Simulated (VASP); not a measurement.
# CrPdF4 (P4/mmm) in VASP: a series of runs

The runs below take CrPdF4 through single point, with r2SCAN+U.

Program: VASP 6.6.1. These are calculated values, not measurements. Logs are shortened: lines on timing, memory, paths and dates and some standing lists are left out, and cuts for length are marked.

## 1. The cell of the first run

It takes space group P4/mmm (No. 123, tetragonal). Conventional cell: a = 3.407 Å, b = 3.407 Å, c = 5.998 Å, α = 90.00°, β = 90.00°, γ = 90.00°. Within 3.6 Å of Pd (site symmetry 4/mmm) lie 16 F at 2.72 to 3.45 Å and 4 Pd at 3.41 Å. Within 2.3 Å of Cr (site symmetry 4/mmm) lie 6 F at 1.70 to 1.74 Å. F (site symmetry mmm) has 2 Cr at 1.70 Å within 2.3 Å. Within 2.3 Å of F (site symmetry 4mm) lie 1 Cr at 1.74 Å.

## 2. Single point, r2SCAN+U, collinear spin

Input file POSCAR:

```
CrPdF4
1.0
    3.4067555700      0.0000000000      0.0000000000
    0.0000000000      3.4067555700      0.0000000000
    0.0000000000      0.0000000000      5.9976234600
Pd Cr F
1 1 4
Direct
    0.0000000000      0.0000000000      0.0000000000
    0.5000000000      0.5000000000      0.5000000000
    0.5000000000      0.0000000000      0.5000000000
    0.0000000000      0.5000000000      0.5000000000
    0.5000000000      0.5000000000      0.2100000000
    0.5000000000      0.5000000000      0.7900000000
```

Input file INCAR.step1:

```
ALGO = Normal
EDIFF = 1E-4
ENCUT = 520
GGA = PE
ISMEAR = -5
ISPIN = 2
LASPH = T
LCHARG = F
LDAU = T
LDAUJ = 0 0 0
LDAUL = -1 2 -1
LDAUTYPE = 2
LDAUU = 0 2.23 0
LMAXMIX = 4
LREAL = F
LWAVE = T
MAGMOM = -0.89 2.31 0.06 0.06 0 0
NELM = 150
PREC = Accurate
SIGMA = 0.1265
```

Input file INCAR.step2:

```
ALGO = Normal
EDIFF = 1E-7
ENCUT = 520
ISIF = 2
ISMEAR = 0
ISPIN = 2
ISTART = 1
LASPH = T
LCHARG = F
LDAU = T
LDAUJ = 0 0 0
LDAUL = -1 2 -1
LDAUPRINT = 1
LDAUTYPE = 2
LDAUU = 0 2.23 0
LMAXMIX = 4
LMIXTAU = T
LORBIT = 11
LREAL = F
LWAVE = F
MAGMOM = -0.89 2.31 0.06 0.06 0 0
METAGGA = R2SCAN
NELM = 150
PREC = Accurate
SIGMA = 0.1265
```

Input file KPOINTS:

```
k-points
0
Gamma
  7 7 4
```

Potentials or basis: VASP PAW PBE potentials, release 64 (Pd, Cr_pv, F).

Run with:

```console
$ cat potpaw_PBE.64/Pd/POTCAR potpaw_PBE.64/Cr_pv/POTCAR potpaw_PBE.64/F/POTCAR > POTCAR
$ cp INCAR.step1 INCAR
$ mpirun -np 1 vasp_std > vasp.out
$ cp INCAR.step2 INCAR
$ mpirun -np 1 vasp_std > vasp.out
```

OUTCAR:

```text
EDIFF = 1E-7
   ENCUT = 520
   ISIF = 2
   ISMEAR = 0
   ISPIN = 2
   ISTART = 1
   LASPH = T
   LORBIT = 11
   LREAL = F
   METAGGA = R2SCAN
   NELM = 150
   PREC = Accurate

 ion  position               nearest neighbor table
   1  0.000  0.000  0.000-
   2  0.500  0.500  0.500-   3 1.70   4 1.70   3 1.70   4 1.70   5 1.74   6 1.74
   3  0.500  0.000  0.500-   2 1.70   2 1.70
   4  0.000  0.500  0.500-   2 1.70   2 1.70
   5  0.500  0.500  0.210-   2 1.74
   6  0.500  0.500  0.790-   2 1.74

  LATTYP: Found a simple tetragonal cell.
 ALAT       =     3.4067555700
 C/A-ratio  =     1.7605088879

  Lattice vectors:

 A1 = (   3.4067555700,   0.0000000000,   0.0000000000)
 A2 = (   0.0000000000,   3.4067555700,   0.0000000000)
 A3 = (   0.0000000000,   0.0000000000,   5.9976234600)

Analysis of symmetry for initial positions (statically):
=====================================================================
 Subroutine PRICEL returns:
 Original cell was already a primitive cell.

 Routine SETGRP: Setting up the symmetry group for a
 simple tetragonal supercell.

 Subroutine GETGRP returns: Found 16 space group operations
 (whereof 16 operations were pure point group operations)
 out of a pool of 16 trial point group operations.

The static configuration has the point symmetry D_4h.

Analysis of symmetry for dynamics (positions and initial velocities):
=====================================================================
 Subroutine PRICEL returns:
 Original cell was already a primitive cell.

 Routine SETGRP: Setting up the symmetry group for a
 simple tetragonal supercell.

 Subroutine GETGRP returns: Found 16 space group operations
 (whereof 16 operations were pure point group operations)
 out of a pool of 16 trial point group operations.

The dynamic configuration has the point symmetry D_4h.

Analysis of structural, dynamic, and magnetic symmetry:
=====================================================================
 Subroutine PRICEL returns:
 Original cell was already a primitive cell.

 Routine SETGRP: Setting up the symmetry group for a
 simple tetragonal supercell.

 Subroutine GETGRP returns: Found 16 space group operations
 (whereof 16 operations were pure point group operations)
 out of a pool of 16 trial point group operations.

The overall configuration has the point symmetry D_4h.

 Subroutine INISYM returns: Found 16 space group operations
 (whereof 16 operations are pure point group operations),
 and found     1 'primitive' translations

----------------------------------------------------------------------------------------

                                     Primitive cell

  volume of cell :      69.6083

  direct lattice vectors                    reciprocal lattice vectors
     3.406755570  0.000000000  0.000000000     0.293534414  0.000000000  0.000000000
     0.000000000  3.406755570  0.000000000     0.000000000  0.293534414  0.000000000
     0.000000000  0.000000000  5.997623460     0.000000000  0.000000000  0.166732708

  length of vectors
     3.406755570  3.406755570  5.997623460     0.293534414  0.293534414  0.166732708

  position of ions in fractional coordinates (direct lattice)
     0.000000000  0.000000000  0.000000000
     0.500000000  0.500000000  0.500000000
     0.500000000  0.000000000  0.500000000
[... 91 lines left out ...]
   ISYM   =      2    0-nonsym 1-usesym 2-fastsym
   POTIM  = 0.5000    time-step for ionic-motion
   TEBEG  =    0.0;   TEEND  =   0.0 temperature during run
   PSTRESS=    0.0 pullay stress
   NELECT =      50.0000    total number of electrons
   NUPDOWN=      -1.0000    fix difference up-down
   EMIN   =  10.00;   EMAX   =-10.00  energy-range for DOS
   EFERMI =   0.00;   METHOD = LEGACY
   ISMEAR =     0;   SIGMA  =   0.13  broadening in eV -4-tet -1-fermi 0-gaus
   EFERMI_NEDOS =   21; number of points for ismear=-14 and -15
   IALGO  =     38    algorithm
   IMIX   =      4    mixing-type and parameters
     AMIX     =   0.40;   BMIX     =  1.00
     AMIX_MAG =   1.60;   BMIX_MAG =  1.00
  volume/ion in A,a.u.               =      11.60        78.29
  Fermi-wavevector in a.u.,A,eV,Ry     =   1.466148  2.770618 29.246943  2.149590
  Thomas-Fermi vector in A             =   2.581920
   LORBIT       =     11    0 simple, 1 ext, 2 COOP (PROOUT), +10 PAW based schemes
 LDA+U is selected, type is set to LDAUTYPE =  2
   angular momentum for each species LDAUL =    -1    2   -1
   U (eV)           for each species LDAUU =   0.0  2.2  0.0
   J (eV)           for each species LDAUJ =   0.0  0.0  0.0
   METAGGA = R2SCAN    functional components
   LHFCALC =     F    Hartree Fock is set to
   AEXX    =    0.0000 exact exchange contribution
   IVDW    =     0    specifies the selected vdW correction
   LEPSILON=     F    determine dielectric tensor
   LRPA    =     F    only Hartree local field effects (RPA)
 spin polarized calculation
 Gauss-broadening in eV      SIGMA  =   0.13
  energy-cutoff  :      520.00
  volume of cell :       69.61
 maximum number of plane-waves:      1894
 NGX is ok and might be reduce to    28

atom =   2  type =  2  l = 2

 onsite density matrix

spin component  1

  0.9703  0.0000  0.0000 -0.0000 -0.0000
  0.0000  0.9593 -0.0000  0.0000 -0.0000
  0.0000 -0.0000  0.3668 -0.0000  0.0000
 -0.0000  0.0000 -0.0000  0.9593  0.0000
 -0.0000 -0.0000  0.0000  0.0000  0.3528

spin component  2

  0.0898  0.0000  0.0000  0.0000  0.0000
  0.0000  0.0916  0.0000  0.0000 -0.0000
  0.0000  0.0000  0.3371  0.0000  0.0000
  0.0000  0.0000  0.0000  0.0916  0.0000
  0.0000 -0.0000  0.0000  0.0000  0.3344

 occupancies and eigenvectors

  o =  0.0898  v =  0.0000  0.0000  0.0000  0.0000  0.0000  1.0000  0.0000  0.0000  0.0000  0.0000      0.0000  0.0000  0.0000  0.0000  0.0000  0.0000  0.0000  0.0000  0.0000  0.0000
  o =  0.0916  v =  0.0000  0.0000  0.0000  0.0000  0.0000  0.0000 -0.9993 -0.0000 -0.0386  0.0000      0.0000  0.0000  0.0000  0.0000  0.0000  0.0000  0.0000  0.0000  0.0000  0.0000
  o =  0.0916  v =  0.0000  0.0000  0.0000  0.0000  0.0000  0.0000  0.0386  0.0000 -0.9993  0.0000      0.0000  0.0000  0.0000  0.0000  0.0000  0.0000  0.0000  0.0000  0.0000  0.0000
  o =  0.3344  v =  0.0000  0.0000  0.0000  0.0000  0.0000  0.0000  0.0000 -0.0000  0.0000  1.0000      0.0000  0.0000  0.0000  0.0000  0.0000  0.0000  0.0000  0.0000  0.0000  0.0000
  o =  0.3371  v =  0.0000  0.0000  0.0000  0.0000  0.0000  0.0000 -0.0000  1.0000  0.0000  0.0000      0.0000  0.0000  0.0000  0.0000  0.0000  0.0000  0.0000  0.0000  0.0000  0.0000
  o =  0.3528  v =  0.0000  0.0000 -0.0000 -0.0000  1.0000  0.0000  0.0000  0.0000  0.0000  0.0000      0.0000  0.0000  0.0000  0.0000  0.0000  0.0000  0.0000  0.0000  0.0000  0.0000
  o =  0.3668  v =  0.0000 -0.0000  1.0000  0.0000  0.0000  0.0000  0.0000  0.0000  0.0000  0.0000      0.0000  0.0000  0.0000  0.0000  0.0000  0.0000  0.0000  0.0000  0.0000  0.0000
  o =  0.9593  v =  0.0000 -0.1199 -0.0000 -0.9928  0.0000  0.0000  0.0000  0.0000  0.0000  0.0000      0.0000  0.0000  0.0000  0.0000  0.0000  0.0000  0.0000  0.0000  0.0000  0.0000
  o =  0.9593  v =  0.0000 -0.9928 -0.0000  0.1199  0.0000  0.0000  0.0000  0.0000  0.0000  0.0000      0.0000  0.0000  0.0000  0.0000  0.0000  0.0000  0.0000  0.0000  0.0000  0.0000
  o =  0.9703  v =  1.0000  0.0000  0.0000  0.0000  0.0000  0.0000  0.0000  0.0000  0.0000  0.0000      0.0000  0.0000  0.0000  0.0000  0.0000  0.0000  0.0000  0.0000  0.0000  0.0000

 number of electron      49.9999974 magnetization       2.0000001

 Free energy of the ion-electron system (eV)
  ---------------------------------------------------
  ext. energy  EPLUGINS =         0.00000000
  ---------------------------------------------------
  free energy    TOTEN  =       -58.88806191 eV

  energy without entropy =      -58.87101094  energy(sigma->0) =      -58.87953642

 E-fermi :   3.9944     XC(G=0): -11.3791

 val. band max:        3.9927616077   @ k =   0.4286   0.2857   0.0000
 cond. band min:       4.0454728008   @ k =   0.2857   0.2857   0.0000
 fundamental gap:      0.0527111931
 Fermi energy:         3.9943720520

 spin component 1

 k-point     1 :       0.0000    0.0000    0.0000
  band No.  band energies     occupation
      1     -42.0545      1.00000
      2     -42.0545      1.00000
      3     -41.9368      1.00000
      4     -23.4405      1.00000
      5     -22.6163      1.00000
      6     -21.2087      1.00000
[... 1625 lines left out ...]
     30      10.7490      0.00000
     31      11.1951      0.00000

 [... further k-points ...]

------------------------ aborting loop because EDIFF is reached ----------------------------------------

  FORCE on cell =-STRESS in cart. coord.  units (eV):
  Direction    XX          YY          ZZ          XY          YZ          ZX
  --------------------------------------------------------------------------------------
  -------------------------------------------------------------------------------------
  Total       20.5836845     20.5836845     15.9930643      0.0000000      0.0000000     -0.0000000
  in kB      473.7754492    473.7754492    368.1129692      0.0000000      0.0000000     -0.0000000
  external PRESSURE =     438.5546225 kB  Pullay stress =       0.0000000 kB

 VOLUME and BASIS-vectors are now :
 -----------------------------------------------------------------------------
  energy-cutoff  :      520.00
  volume of cell :       69.61
      direct lattice vectors                 reciprocal lattice vectors
     3.406755570  0.000000000  0.000000000     0.293534414  0.000000000  0.000000000
     0.000000000  3.406755570  0.000000000     0.000000000  0.293534414  0.000000000
     0.000000000  0.000000000  5.997623460     0.000000000  0.000000000  0.166732708

 POSITION                                       TOTAL-FORCE (eV/Angst)
 -----------------------------------------------------------------------------------
      0.00000      0.00000      0.00000         0.000000      0.000000      0.000000
      1.70338      1.70338      2.99881         0.000000      0.000000      0.000000
      1.70338      0.00000      2.99881         0.000000      0.000000      0.000000
      0.00000      1.70338      2.99881         0.000000      0.000000      0.000000
      1.70338      1.70338      1.25950         0.000000      0.000000     -4.702121
      1.70338      1.70338      4.73812         0.000000     -0.000000      4.702121
 -----------------------------------------------------------------------------------
    total drift:                                0.000000      0.000000      0.000000

  FREE ENERGIE OF THE ION-ELECTRON SYSTEM (eV)
  ---------------------------------------------------
  free  energy   TOTEN  =       -58.8880619123 eV

  energy  without entropy=      -58.8710109372  energy(sigma->0) =      -58.87953642

 total charge

# of ion       s       p       d       tot
------------------------------------------
    1        0.102   0.072   8.595   8.769
    2        0.501   6.642   4.491  11.635
    3        1.754   4.532   0.000   6.286
    4        1.754   4.532   0.000   6.286
    5        1.748   4.404   0.000   6.152
    6        1.748   4.404   0.000   6.152
--------------------------------------------------
tot          7.607  24.586  13.087  45.280

 magnetization (x)

# of ion       s       p       d       tot
------------------------------------------
    1       -0.001   0.001  -0.836  -0.836
    2        0.006   0.022   2.661   2.689
    3       -0.000   0.042   0.000   0.042
    4       -0.000   0.042   0.000   0.042
    5       -0.001  -0.009   0.000  -0.010
    6       -0.001  -0.009   0.000  -0.010
--------------------------------------------------
tot          0.001   0.090   1.825   1.917
```

Wall time 14 min (1 thread of Intel Xeon Platinum 8259CL at 2.50GHz (Skylake/Cascade Lake), shared host); peak memory 0.3 GiB.

What came out:

- Free energy: -58.8881 eV
- Pressure: 43.9 GPa
- Largest force: 4.702 eV/Å
- Band gap on the k mesh: zero (filled and empty bands overlap)
- Net moment: 2.00 μB per cell
- Site moments: Pd -0.84; Cr +2.69; F +0.04, -0.01 μB
- Valence electrons inside the program's atomic spheres: Pd 8.77; Cr 11.63; F 6.29, 6.15

Forces in eV/Å, atoms in the order of the input:
```
Pd   0.000  0.000  0.000
Cr   0.000  0.000  0.000
F    0.000  0.000  0.000
F    0.000  0.000  0.000
F    0.000  0.000 -4.702
F    0.000  0.000  4.702
```

Stress tensor (GPa, compression positive):
```
47.38  0.00  0.00
 0.00 47.38  0.00
 0.00  0.00 36.81
```

Levels at points of the mesh, in eV from the Fermi level:
Spin up:
```
           k point  band 23  band 24  band 25  band 26  band 27  band 28  band 29  band 30
(0.00, 0.00, 0.00)    -1.49    -0.90    -0.33    -0.33     0.19     0.84     1.52     2.98
(0.00, 0.00, 0.50)    -1.41    -0.78    -0.46    -0.46     0.19     1.52     1.68     2.98
```
Spin down:
```csv
k point,band 22,band 23,band 24,band 25,band 26,band 27
"(0.00, 0.00, 0.00)",-1.48,-0.95,-0.95,0.79,3.40,4.33
"(0.00, 0.00, 0.50)",-1.37,-0.92,-0.92,1.55,3.40,4.25
```

Eigenvalues of the final occupation matrices:
```tsv
site	spin	trace	eigenvalues
site 2 d	1	3.61	0.35 0.37 0.96 0.96 0.97
site 2 d	2	0.94	0.09 0.09 0.09 0.33 0.34
```

Caveat: the PAW data sets were made with another functional, which shifts forces and pressure a little; a cell with one magnetic atom can't hold antiferromagnetic order, which such compounds often take.

## 3. Single point, r2SCAN+U, collinear spin, ferromagnetic start

POSCAR is that of step 2.

Input file INCAR.step1:

```
PREC = Accurate
ENCUT = 520
ISMEAR = 0
SIGMA = 0.1265
LREAL = False
LASPH = True
NELM = 150
ISPIN = 2
MAGMOM = 1 3 0 0 0 0
LMAXMIX = 4
LDAU = True
LDAUTYPE = 2
LDAUL = -1 2 -1
LDAUU = 0 2.23 0
LDAUJ = 0 0 0
NBANDS = 38
GGA = PE
ALGO = Normal
EDIFF = 1E-4
LWAVE = True
LCHARG = False
```

Input file INCAR.step2:

```
PREC = Accurate
ENCUT = 520
EDIFF = 1E-6
ISMEAR = 0
SIGMA = 0.1265
LREAL = False
LASPH = True
NELM = 150
ALGO = Normal
ISIF = 2
LWAVE = False
LCHARG = False
ISPIN = 2
MAGMOM = 1 3 0 0 0 0
LORBIT = 11
LMAXMIX = 4
LDAU = True
LDAUTYPE = 2
LDAUL = -1 2 -1
LDAUU = 0 2.23 0
LDAUJ = 0 0 0
LDAUPRINT = 1
METAGGA = R2SCAN
LMIXTAU = True
NBANDS = 38
ISTART = 1
```

Input file KPOINTS:

```
Automatic mesh
0
Gamma
  7 7 4
```

Potentials or basis: VASP PAW PBE potentials, release 64 (Pd, Cr_pv, F).

Run with:

```console
$ cat potpaw_PBE.64/Pd/POTCAR potpaw_PBE.64/Cr_pv/POTCAR potpaw_PBE.64/F/POTCAR > POTCAR
$ cp INCAR.step1 INCAR
$ mpirun -np 1 vasp_std > vasp.out
$ cp INCAR.step2 INCAR
$ mpirun -np 1 vasp_std > vasp.out
```

OUTCAR:

```text
PREC = Accurate
   ENCUT = 520
   EDIFF = 1E-6
   ISMEAR = 0
   LREAL = False
   LASPH = True
   NELM = 150
   ISIF = 2
   ISPIN = 2
   LORBIT = 11
   METAGGA = R2SCAN
   ISTART = 1

 ion  position               nearest neighbor table
   1  0.000  0.000  0.000-
   2  0.500  0.500  0.500-   3 1.70   4 1.70   3 1.70   4 1.70   5 1.74   6 1.74
   3  0.500  0.000  0.500-   2 1.70   2 1.70
   4  0.000  0.500  0.500-   2 1.70   2 1.70
   5  0.500  0.500  0.210-   2 1.74
   6  0.500  0.500  0.790-   2 1.74

  LATTYP: Found a simple tetragonal cell.
 ALAT       =     3.4067555700
 C/A-ratio  =     1.7605088879

  Lattice vectors:

[... 2197 lines left out ...]
 -----------------------------------------------------------------------------------
      0.00000      0.00000      0.00000         0.000000      0.000000      0.000000
      1.70338      1.70338      2.99881         0.000000      0.000000      0.000000
      1.70338      0.00000      2.99881         0.000000      0.000000      0.000000
      0.00000      1.70338      2.99881         0.000000      0.000000      0.000000
      1.70338      1.70338      1.25950         0.000000      0.000000     -2.992186
      1.70338      1.70338      4.73812         0.000000      0.000000      2.992186
 -----------------------------------------------------------------------------------
    total drift:                                0.000000      0.000000      0.000000

  FREE ENERGIE OF THE ION-ELECTRON SYSTEM (eV)
  ---------------------------------------------------
  free  energy   TOTEN  =       -56.7610396091 eV

  energy  without entropy=      -56.7102117590  energy(sigma->0) =      -56.73562568

 total charge

# of ion       s       p       d       tot
------------------------------------------
    1        0.089   0.063   8.787   8.938
    2        0.540   6.651   4.451  11.642
    3        1.755   4.504   0.000   6.259
    4        1.755   4.504   0.000   6.259
    5        1.752   4.374   0.000   6.126
    6        1.752   4.374   0.000   6.126
--------------------------------------------------
tot          7.643  24.469  13.238  45.351

 magnetization (x)

# of ion       s       p       d       tot
------------------------------------------
    1       -0.002  -0.000   0.210   0.207
    2        0.029   0.005   0.625   0.659
    3        0.000   0.035   0.000   0.035
    4        0.000   0.035   0.000   0.035
    5       -0.000  -0.021   0.000  -0.021
    6       -0.000  -0.021   0.000  -0.021
--------------------------------------------------
tot          0.027   0.033   0.835   0.896
```

OSZICAR.step1:

```text
N       E                     dE             d eps       ncg     rms          rms(c)
DAV:   1     0.523745844712E+03    0.52375E+03   -0.27503E+04  4560   0.138E+03
DAV:   2     0.188041035478E+01   -0.52187E+03   -0.48837E+03  4878   0.401E+02
DAV:   3    -0.338071138331E+02   -0.35688E+02   -0.35264E+02  5192   0.117E+02
DAV:   4    -0.342154130916E+02   -0.40830E+00   -0.40702E+00  5216   0.130E+01
[... 12 lines left out ...]
DAV:  62    -0.268585688212E+02    0.12249E-01   -0.67902E-03  4812   0.343E-01    0.115E+00
DAV:  63    -0.268561519946E+02    0.24168E-02   -0.14162E-03  5006   0.225E-01    0.717E-01
DAV:  64    -0.268555801935E+02    0.57180E-03   -0.25081E-04  3194   0.916E-02    0.559E-01
DAV:  65    -0.268558719042E+02   -0.29171E-03   -0.23367E-04  3634   0.856E-02    0.499E-01
DAV:  66    -0.268558886878E+02   -0.16784E-04   -0.47325E-04  3790   0.141E-01
   1 F= -.26855889E+02 E0= -.26836756E+02  d E =-.382646E-01  mag=     0.2355
```

Wall time 74 min (1 thread of Intel Xeon Platinum 8259CL at 2.50GHz (Skylake/Cascade Lake), shared host); peak memory 0.32 GiB.

What came out:

```yaml
Free_energy: -56.7610 eV
Pressure: 36.1 GPa
Largest_force: 2.992 eV/Å
Net_moment: 0.88 μB per cell
Site_moments: Pd +0.21; Cr +0.66; F +0.04, -0.02 μB
Valence_electrons_inside_the_program's_atomic_spheres: Pd 8.94; Cr 11.64; F 6.26, 6.13
```

Forces in eV/Å, atoms in the order of the input:
```
Pd   0.000  0.000  0.000
Cr   0.000  0.000  0.000
F    0.000  0.000  0.000
F    0.000  0.000  0.000
F    0.000  0.000 -2.992
F    0.000  0.000  2.992
```

Stress tensor (GPa, compression positive):
```
40.58  0.00  0.00
 0.00 40.58  0.00
 0.00  0.00 27.20
```

Levels at points of the mesh, in eV from the Fermi level:
Spin up:
```
           k point  band 23  band 24  band 25  band 26  band 27  band 28
(0.00, 0.00, 0.00)    -0.62    -0.62    -0.37     0.01     0.01     0.52
(0.00, 0.00, 0.50)    -0.37    -0.36    -0.36    -0.30    -0.30     1.19
```
Spin down:
```csv
k point,band 22,band 23,band 24,band 25,band 26,band 27,band 28,band 29
"(0.00, 0.00, 0.00)",-0.72,-0.72,-0.24,0.05,0.05,0.64,0.82,1.59
"(0.00, 0.00, 0.50)",-0.62,-0.62,-0.24,-0.09,-0.09,0.81,1.47,1.59
```

Eigenvalues of the final occupation matrices:
```
    site  spin  trace               eigenvalues
site 2 d     1   2.57  0.35 0.39 0.42 0.42 0.99
site 2 d     2   1.94  0.10 0.35 0.37 0.56 0.56
```

Caveat: the PAW data sets were made with another functional, which shifts forces and pressure a little; a cell with one magnetic atom can't hold antiferromagnetic order, which such compounds often take. The state reached can hang on the start; a lower one may exist.
